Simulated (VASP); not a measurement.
Write the native input for VASP 6.6.1 that does the following.

| Property | Result |
| --- | --- |
| Task | single point |
| Functional | PBE |
| Potentials or basis | VASP PAW PBE potentials, release 64 (Ti_sv, Se, F) |
| Cutoff | 520 eV |
| k mesh | 6 × 4 × 4 |
| Occupations | gaussian, width 0.2 eV |
| Spin | no spin polarisation |
| Dipole correction | no |
| Further INCAR settings | ALGO = Normal; EDIFF = 1e-06; NBANDS = 42 |

The structure of TiSeF2 lies in POSCAR:

```
TiSeF2
1.0
   -3.9207807403      0.0000000000      0.0000000000
    0.0000000000      0.0000000000     -4.9363696857
    0.0000000000     -7.8415614805      0.0000000000
Ti Se F
2 2 4
Direct
    1.0000000000      1.0000000000      0.5000000000
    0.0000000000      0.0000000000      0.0000000000
    1.0000000000      0.5000000000      0.5000000000
    1.0000000000      0.5000000000      1.0000000000
    0.5000000000      1.0000000000      1.0000000000
    0.5000000000      1.0000000000      0.5000000000
    1.0000000000      0.0000000000      0.7500000000
    1.0000000000      0.0000000000      0.2500000000
```

One way to write it, as run:

INCAR

```
SYSTEM = TiSeF2
PREC     = Accurate       ! precision mode
ENCUT    = 520            ! plane-wave cutoff, eV
EDIFF    = 1E-6           ! SCF threshold, eV
ISMEAR   = 0              ! smearing method
SIGMA    = 0.2            ! smearing width, eV
LREAL    = .False.        ! projectors in reciprocal space
LASPH    = .True.         ! aspherical terms in the spheres
NELM     = 60             ! most SCF steps
ALGO     = Normal         ! electronic algorithm
ISIF     = 2              ! what is computed and relaxed
LWAVE    = .False.        ! write WAVECAR
LCHARG   = .True.         ! write CHGCAR
GGA      = PE             ! functional
LELF     = .True.         ! ELF
LVHAR    = .True.       
NBANDS   = 42             ! bands
```

KPOINTS

```
Automatic mesh
0
Gamma
  6 4 4
  0 0 0
```

Potentials or basis: VASP PAW PBE potentials, release 64 (Ti_sv, Se, F).

The run is started by

```console
$ cat potpaw_PBE.64/Ti_sv/POTCAR potpaw_PBE.64/Se/POTCAR potpaw_PBE.64/F/POTCAR > POTCAR
$ mpirun -np 1 vasp_std > vasp.out
```

It gave:

The pressure is 0.3 GPa and the band gap on the k mesh is zero (bands 32 and 33 overlap by 0.01 eV).

Run time: 3.4 min on 1 thread of Intel(R) Xeon(R) Platinum 8488C (Sapphire Rapids), on a shared host, peak memory 0.36 GiB.
